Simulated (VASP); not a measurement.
# In3Cu (Pm-3m) in VASP: settings compared

Aim: see how the results for In3Cu move with the level of theory and the settings. Levels: LDA, PBEsol, revPBE. Tasks: single point.

All numbers are computed with VASP 6.6.1; they aren't measurements. Logs are shortened: lines on timing, memory, paths and dates and some standing lists are left out, and cuts for length are marked.

## 1. The cell of the first run

The structure is cubic, space group Pm-3m (No. 221). The conventional cell has a = 4.483 Å, b = 4.483 Å, c = 4.483 Å, α = 90.00°, β = 90.00°, γ = 90.00°. Within 4.2 Å of In (site symmetry 4/mmm) lie 8 In at 3.17 Å and 4 Cu at 3.17 Å. Within 4.2 Å of Cu (site symmetry m-3m) lie 12 In at 3.17 Å.

## 2. Single point, LDA

INCAR reads:

```
PREC     = Accurate       # precision mode
ENCUT    = 520            # plane-wave cutoff, eV
EDIFF    = 1E-6           # SCF threshold, eV
ISMEAR   = 0              # smearing method
SIGMA    = 0.05           # smearing width, eV
LREAL    = False          # projectors in reciprocal space
LASPH    = True           # aspherical terms in the spheres
NELM     = 80             # most SCF steps
ALGO     = Normal         # electronic algorithm
ISIF     = 2              # what is computed and relaxed
LWAVE    = False          # write WAVECAR
LCHARG   = False          # write CHGCAR
GGA      = CA             # functional
NBANDS   = 33             # bands
```

KPOINTS reads:

```
regular mesh
0
Gamma
  5 5 5
```

POSCAR reads:

```
In3Cu
1.0
    4.4827700000      0.0000000000      0.0000000000
    0.0000000000      4.4827700000      0.0000000000
    0.0000000000      0.0000000000      4.4827700000
In Cu
3 1
Direct
    0.0000000000      0.5000000000      0.5000000000
    0.5000000000      0.0000000000      0.5000000000
    0.5000000000      0.5000000000      0.0000000000
    0.0000000000      0.0000000000      0.0000000000
```

Potentials or basis: VASP PAW LDA potentials, release 64 (In_d, Cu).

The run is started by

```console
> cat potpaw_LDA.64/In_d/POTCAR potpaw_LDA.64/Cu/POTCAR > POTCAR
> mpirun -np 1 vasp_std > vasp.out
```

OUTCAR:

```text
PREC = Accurate
   ENCUT = 520
   EDIFF = 1E-6
   ISMEAR = 0
   LREAL = False
   LASPH = True
   NELM = 80
   ISIF = 2
   GGA = CA

 ion  position               nearest neighbor table
   1  0.000  0.500  0.500-   2 3.17   3 3.17   4 3.17   3 3.17   4 3.17   2 3.17   4 3.17   4 3.17
                             2 3.17   3 3.17   3 3.17   2 3.17
   2  0.500  0.000  0.500-   1 3.17   3 3.17   4 3.17   3 3.17   4 3.17   1 3.17   3 3.17   3 3.17
                             1 3.17   4 3.17   4 3.17   1 3.17
   3  0.500  0.500  0.000-   1 3.17   2 3.17   4 3.17   1 3.17   2 3.17   2 3.17   4 3.17   2 3.17
                             1 3.17   4 3.17   1 3.17   4 3.17
   4  0.000  0.000  0.000-   1 3.17   2 3.17   3 3.17   1 3.17   2 3.17   1 3.17   3 3.17   1 3.17
                             2 3.17   3 3.17   2 3.17   3 3.17

  LATTYP: Found a simple cubic cell.
 ALAT       =     4.4827700000

  Lattice vectors:

 A1 = (   4.4827700000,   0.0000000000,   0.0000000000)
 A2 = (   0.0000000000,   4.4827700000,   0.0000000000)
 A3 = (   0.0000000000,   0.0000000000,   4.4827700000)

Analysis of symmetry for initial positions (statically):
=====================================================================
 Subroutine PRICEL returns:
 Original cell was already a primitive cell.

 Routine SETGRP: Setting up the symmetry group for a
 simple cubic supercell.

 Subroutine GETGRP returns: Found 48 space group operations
 (whereof 48 operations were pure point group operations)
 out of a pool of 48 trial point group operations.

The static configuration has the point symmetry O_h .

Analysis of symmetry for dynamics (positions and initial velocities):
=====================================================================
 Subroutine PRICEL returns:
 Original cell was already a primitive cell.

 Routine SETGRP: Setting up the symmetry group for a
 simple cubic supercell.

 Subroutine GETGRP returns: Found 48 space group operations
 (whereof 48 operations were pure point group operations)
 out of a pool of 48 trial point group operations.

The dynamic configuration has the point symmetry O_h .

 Subroutine INISYM returns: Found 48 space group operations
 (whereof 48 operations are pure point group operations),
 and found     1 'primitive' translations

----------------------------------------------------------------------------------------

                                     Primitive cell

  volume of cell :      90.0823

[... 76 lines left out ...]
   NELM   =     80;   NELMIN=  2; NELMDL= -5     # of ELM steps
   EDIFF  = 0.1E-05   stopping-criterion for ELM
   LREAL  =      F    real-space projection
   EDIFFG = 0.1E-04   stopping-criterion for IOM
   NSW    =      0    number of steps for IOM
   IBRION =     -1    ionic relax: 0-MD 1-quasi-New 2-CG
   NFREE  =      0    steps in history (QN), initial steepest desc. (CG)
   ISIF   =      2    stress and relaxation
   ISYM   =      2    0-nonsym 1-usesym 2-fastsym
   POTIM  = 0.5000    time-step for ionic-motion
   TEBEG  =    0.0;   TEEND  =   0.0 temperature during run
   PSTRESS=    0.0 pullay stress
   NELECT =      50.0000    total number of electrons
   NUPDOWN=      -1.0000    fix difference up-down
   EMIN   =  10.00;   EMAX   =-10.00  energy-range for DOS
   EFERMI =   0.00;   METHOD = LEGACY
   ISMEAR =     0;   SIGMA  =   0.05  broadening in eV -4-tet -1-fermi 0-gaus
   EFERMI_NEDOS =   21; number of points for ismear=-14 and -15
   IALGO  =     38    algorithm
   IMIX   =      4    mixing-type and parameters
     AMIX     =   0.40;   BMIX     =  1.00
     AMIX_MAG =   1.60;   BMIX_MAG =  1.00
  volume/ion in A,a.u.               =      22.52       151.98
  Fermi-wavevector in a.u.,A,eV,Ry     =   1.345401  2.542439 24.627954  1.810104
  Thomas-Fermi vector in A             =   2.473317
   LORBIT       =      0    0 simple, 1 ext, 2 COOP (PROOUT), +10 PAW based schemes
   GGA     = CA    functional components
   LHFCALC =     F    Hartree Fock is set to
   AEXX    =    0.0000 exact exchange contribution
   IVDW    =     0    specifies the selected vdW correction
   LEPSILON=     F    determine dielectric tensor
   LRPA    =     F    only Hartree local field effects (RPA)
 non-spin polarized calculation
 Gauss-broadening in eV      SIGMA  =   0.05
  energy-cutoff  :      520.00
  volume of cell :       90.08
 maximum number of plane-waves:      2469
 NGX is ok and might be reduce to    36
   NGX = 17   NGY = 17   NGZ = 17

 number of electron      50.0000053 magnetization

 Free energy of the ion-electron system (eV)
  ---------------------------------------------------
  ext. energy  EPLUGINS =         0.00000000
  ---------------------------------------------------
  free energy    TOTEN  =       -13.43828065 eV

  energy without entropy =      -13.43611404  energy(sigma->0) =      -13.43719734

 E-fermi :   7.4110     XC(G=0): -10.9128

 val. band max:        7.1775125924   @ k =   0.4000   0.0000   0.0000
 cond. band min:       7.4262004564   @ k =   0.2000   0.0000   0.0000
 fundamental gap:      0.2486878641
 Fermi energy:         7.4110052469

 k-point     1 :       0.0000    0.0000    0.0000
  band No.  band energies     occupation
      1      -7.6006      2.00000
      2      -7.5852      2.00000
      3      -7.5852      2.00000
      4      -7.5852      2.00000
      5      -7.3526      2.00000
      6      -7.3526      2.00000
[... 349 lines left out ...]
     32      16.5020      0.00000
     33      16.6823      0.00000

------------------------ aborting loop because EDIFF is reached ----------------------------------------

  FORCE on cell =-STRESS in cart. coord.  units (eV):
  Direction    XX          YY          ZZ          XY          YZ          ZX
  --------------------------------------------------------------------------------------
  -------------------------------------------------------------------------------------
  Total       -2.6388410     -2.6388410     -2.6388410     -0.0000000      0.0000000     -0.0000000
  in kB      -46.9336608    -46.9336608    -46.9336608     -0.0000000      0.0000000     -0.0000000
  external PRESSURE =     -46.9336608 kB  Pullay stress =       0.0000000 kB

 VOLUME and BASIS-vectors are now :
 -----------------------------------------------------------------------------
  energy-cutoff  :      520.00
  volume of cell :       90.08
      direct lattice vectors                 reciprocal lattice vectors
     4.482770000  0.000000000  0.000000000     0.223076357  0.000000000  0.000000000
     0.000000000  4.482770000  0.000000000     0.000000000  0.223076357  0.000000000
     0.000000000  0.000000000  4.482770000     0.000000000  0.000000000  0.223076357

 POSITION                                       TOTAL-FORCE (eV/Angst)
 -----------------------------------------------------------------------------------
      0.00000      2.24139      2.24139         0.000000      0.000000      0.000000
      2.24139      0.00000      2.24139         0.000000      0.000000      0.000000
      2.24139      2.24139      0.00000         0.000000      0.000000      0.000000
      0.00000      0.00000      0.00000         0.000000      0.000000      0.000000
 -----------------------------------------------------------------------------------
    total drift:                                0.000000      0.000000      0.000000

  FREE ENERGIE OF THE ION-ELECTRON SYSTEM (eV)
  ---------------------------------------------------
  free  energy   TOTEN  =       -13.4382806454 eV

  energy  without entropy=      -13.4361140409  energy(sigma->0) =      -13.43719734
```

Run time: 32 s. Hardware: 1 thread of Intel Xeon Platinum 8488C (Sapphire Rapids), shared host; peak memory 0.18 GiB.

Results:

```
Free energy            : -13.4383 eV
Pressure               : -4.7 GPa
Band gap on the k mesh : zero (band 25 reaches 8.58 eV, above the bottom of band 26 at 5.68 eV)
```

Caveat: spin-orbit coupling is left out, which moves the levels of the heavy elements.

## 3. Single point, PBEsol

INCAR reads:

```
SYSTEM = In3Cu
PREC = Accurate
ENCUT = 520
EDIFF = 1E-7
ISMEAR = 0
SIGMA = 0.05
LREAL = .FALSE.
LASPH = .TRUE.
NELM = 60
ALGO = Normal
ISIF = 2
LWAVE = .FALSE.
LCHARG = .FALSE.
GGA = PS
NBANDS = 33
```

KPOINTS reads:

```
Automatic mesh
0
G
  5 5 5
  0 0 0
```

POSCAR is that of step 2.

Potentials or basis: VASP PAW PBE potentials, release 64 (In_d, Cu).

The run is started by

```console
> cat potpaw_PBE.64/In_d/POTCAR potpaw_PBE.64/Cu/POTCAR > POTCAR
> mpirun -np 1 vasp_std > vasp.out
```

OUTCAR:

```text
SYSTEM = In3Cu
   PREC = Accurate
   ENCUT = 520
   EDIFF = 1E-7
   ISMEAR = 0
   LREAL = .FALSE.
   LASPH = .TRUE.
   NELM = 60
   ISIF = 2
   GGA = PS

 ion  position               nearest neighbor table
   1  0.000  0.500  0.500-   2 3.17   3 3.17   4 3.17   3 3.17   4 3.17   2 3.17   4 3.17   4 3.17
                             2 3.17   3 3.17   3 3.17   2 3.17
   2  0.500  0.000  0.500-   1 3.17   3 3.17   4 3.17   3 3.17   4 3.17   1 3.17   3 3.17   3 3.17
                             1 3.17   4 3.17   4 3.17   1 3.17
   3  0.500  0.500  0.000-   1 3.17   2 3.17   4 3.17   1 3.17   2 3.17   2 3.17   4 3.17   2 3.17
                             1 3.17   4 3.17   1 3.17   4 3.17
   4  0.000  0.000  0.000-   1 3.17   2 3.17   3 3.17   1 3.17   2 3.17   1 3.17   3 3.17   1 3.17
                             2 3.17   3 3.17   2 3.17   3 3.17

  LATTYP: Found a simple cubic cell.
 ALAT       =     4.4827700000

  Lattice vectors:

 A1 = (   4.4827700000,   0.0000000000,   0.0000000000)
 A2 = (   0.0000000000,   4.4827700000,   0.0000000000)
 A3 = (   0.0000000000,   0.0000000000,   4.4827700000)

Analysis of symmetry for initial positions (statically):
=====================================================================
 Subroutine PRICEL returns:
 Original cell was already a primitive cell.

 Routine SETGRP: Setting up the symmetry group for a
 simple cubic supercell.

 Subroutine GETGRP returns: Found 48 space group operations
 (whereof 48 operations were pure point group operations)
 out of a pool of 48 trial point group operations.

The static configuration has the point symmetry O_h .

Analysis of symmetry for dynamics (positions and initial velocities):
=====================================================================
 Subroutine PRICEL returns:
 Original cell was already a primitive cell.

 Routine SETGRP: Setting up the symmetry group for a
 simple cubic supercell.

 Subroutine GETGRP returns: Found 48 space group operations
 (whereof 48 operations were pure point group operations)
 out of a pool of 48 trial point group operations.

The dynamic configuration has the point symmetry O_h .

[... 109 lines left out ...]
  Fermi-wavevector in a.u.,A,eV,Ry     =   1.345401  2.542439 24.627954  1.810104
  Thomas-Fermi vector in A             =   2.473317
   LORBIT       =      0    0 simple, 1 ext, 2 COOP (PROOUT), +10 PAW based schemes
   GGA     = PS    functional components
   LHFCALC =     F    Hartree Fock is set to
   AEXX    =    0.0000 exact exchange contribution
   IVDW    =     0    specifies the selected vdW correction
   LEPSILON=     F    determine dielectric tensor
   LRPA    =     F    only Hartree local field effects (RPA)
 non-spin polarized calculation
 Gauss-broadening in eV      SIGMA  =   0.05
  energy-cutoff  :      520.00
  volume of cell :       90.08
 maximum number of plane-waves:      2469
 NGX is ok and might be reduce to    36
   NGX = 17   NGY = 17   NGZ = 17

 number of electron      50.0000054 magnetization

 Free energy of the ion-electron system (eV)
  ---------------------------------------------------
  ext. energy  EPLUGINS =         0.00000000
  ---------------------------------------------------
  free energy    TOTEN  =       -12.47013834 eV

  energy without entropy =      -12.46781844  energy(sigma->0) =      -12.46897839

 E-fermi :   7.5547     XC(G=0): -10.7786

 val. band max:        7.2976147021   @ k =   0.4000   0.0000   0.0000
 cond. band min:       7.5798787331   @ k =   0.4000   0.4000   0.4000
 fundamental gap:      0.2822640310
 Fermi energy:         7.5546750902

 k-point     1 :       0.0000    0.0000    0.0000
  band No.  band energies     occupation
      1      -7.4668      2.00000
      2      -7.4489      2.00000
      3      -7.4489      2.00000
      4      -7.4489      2.00000
      5      -7.2178      2.00000
      6      -7.2178      2.00000
[... 349 lines left out ...]
     32      16.7052      0.00000
     33      16.8799      0.00000

------------------------ aborting loop because EDIFF is reached ----------------------------------------

  FORCE on cell =-STRESS in cart. coord.  units (eV):
  Direction    XX          YY          ZZ          XY          YZ          ZX
  --------------------------------------------------------------------------------------
  -------------------------------------------------------------------------------------
  Total       -1.5395475     -1.5395475     -1.5395475      0.0000000      0.0000000     -0.0000000
  in kB      -27.3819463    -27.3819463    -27.3819463      0.0000000      0.0000000     -0.0000000
  external PRESSURE =     -27.3819463 kB  Pullay stress =       0.0000000 kB

 VOLUME and BASIS-vectors are now :
 -----------------------------------------------------------------------------
  energy-cutoff  :      520.00
  volume of cell :       90.08
      direct lattice vectors                 reciprocal lattice vectors
     4.482770000  0.000000000  0.000000000     0.223076357  0.000000000  0.000000000
     0.000000000  4.482770000  0.000000000     0.000000000  0.223076357  0.000000000
     0.000000000  0.000000000  4.482770000     0.000000000  0.000000000  0.223076357

 POSITION                                       TOTAL-FORCE (eV/Angst)
 -----------------------------------------------------------------------------------
      0.00000      2.24139      2.24139         0.000000      0.000000      0.000000
      2.24139      0.00000      2.24139         0.000000      0.000000      0.000000
      2.24139      2.24139      0.00000         0.000000      0.000000      0.000000
      0.00000      0.00000      0.00000         0.000000      0.000000      0.000000
 -----------------------------------------------------------------------------------
    total drift:                                0.000000      0.000000      0.000000

  FREE ENERGIE OF THE ION-ELECTRON SYSTEM (eV)
  ---------------------------------------------------
  free  energy   TOTEN  =       -12.4701383432 eV

  energy  without entropy=      -12.4678184439  energy(sigma->0) =      -12.46897839
```

OSZICAR:

```text
N       E                     dE             d eps       ncg     rms          rms(c)
DAV:   1     0.470805624786E+03    0.47081E+03   -0.23881E+04   660   0.225E+03
DAV:   2     0.380955253090E+02   -0.43271E+03   -0.42156E+03   660   0.475E+02
DAV:   3    -0.116274432842E+02   -0.49723E+02   -0.48018E+02   757   0.188E+02
[... 14 lines left out ...]
DAV:  18    -0.124701371105E+02   -0.20238E-06   -0.12952E-06   928   0.181E-02    0.867E-02
DAV:  19    -0.124701379049E+02   -0.79448E-06   -0.11766E-06   634   0.144E-02    0.345E-02
DAV:  20    -0.124701381196E+02   -0.21471E-06   -0.13850E-07   455   0.524E-03    0.218E-02
DAV:  21    -0.124701382528E+02   -0.13321E-06   -0.12667E-07   414   0.710E-03    0.919E-03
DAV:  22    -0.124701383432E+02   -0.90347E-07   -0.41927E-08   390   0.173E-03
   1 F= -.12470138E+02 E0= -.12468978E+02  d E =-.231990E-02
```

It took 41 s on 1 thread of Intel Xeon Platinum 8488C (Sapphire Rapids), shared host; peak memory 0.21 GiB.

What came out:

- Free energy: -12.4701 eV
- Pressure: -2.7 GPa
- Band gap on the k mesh: zero (band 25 reaches 8.70 eV, above the bottom of band 26 at 5.84 eV)

Caveat: the PAW data sets were made with another functional, which shifts forces and pressure a little; spin-orbit coupling is left out, which moves the levels of the heavy elements.

## 4. Single point, revPBE

INCAR reads:

```
SYSTEM = In3Cu
PREC = Accurate
ENCUT = 520
EDIFF = 1E-6
ISMEAR = 0
SIGMA = 0.05
LREAL = .False.
LASPH = .True.
NELM = 80
ALGO = Normal
ISIF = 2
LWAVE = .False.
LCHARG = .False.
GGA = RE
NBANDS = 33
```

KPOINTS reads:

```
Automatic mesh
0
Gamma
  5 5 5
  0 0 0
```

POSCAR is that of step 3.

The run is started by

```console
> cat potpaw_PBE.64/In_d/POTCAR potpaw_PBE.64/Cu/POTCAR > POTCAR
> mpirun -np 1 vasp_std > vasp.out
```

Run time: 26 s. Hardware: 1 thread of Intel Xeon Platinum 8488C (Sapphire Rapids), shared host; peak memory 0.2 GiB.

Results (log left out):

| Quantity | Value |
| --- | --- |
| Free energy | -9.4113 eV |
| Pressure | 2.3 GPa |
| Band gap on the k mesh | zero (band 25 reaches 8.98 eV, above the bottom of band 26 at 6.12 eV) |

Levels at points of the mesh, in eV from the Fermi level:
```csv
k point,band 21,band 22,band 23,band 24,band 25,band 26,band 27,band 28,band 29,band 30
"(0.00, 0.00, 0.00)",-2.64,-2.00,-2.00,-2.00,-0.88,-0.88,0.39,4.92,4.92,4.92
```

Caveat: the PAW data sets were made with another functional, which shifts forces and pressure a little; spin-orbit coupling is left out, which moves the levels of the heavy elements.

## 5. Summary

```csv
level,potentials or basis,gap on the mesh (eV),pressure (GPa)
LDA,"VASP PAW LDA potentials, release 64 (In_d, Cu)",none,-4.7
PBEsol,"VASP PAW PBE potentials, release 64 (In_d, Cu)",none,-2.7
revPBE,"VASP PAW PBE potentials, release 64 (In_d, Cu)",none,2.3
```

Alike in all rows: task single point; no spin polarisation; cell as given; k mesh 5 × 5 × 5; cutoff (eV) 520; smearing gaussian 0.05 eV.

Caveats: spin-orbit coupling is left out, which moves the levels of the heavy elements; the PAW data sets were made with another functional, which shifts forces and pressure a little (some runs).

Total energies depend on the potentials used, so only differences within one code and one set of settings carry meaning.
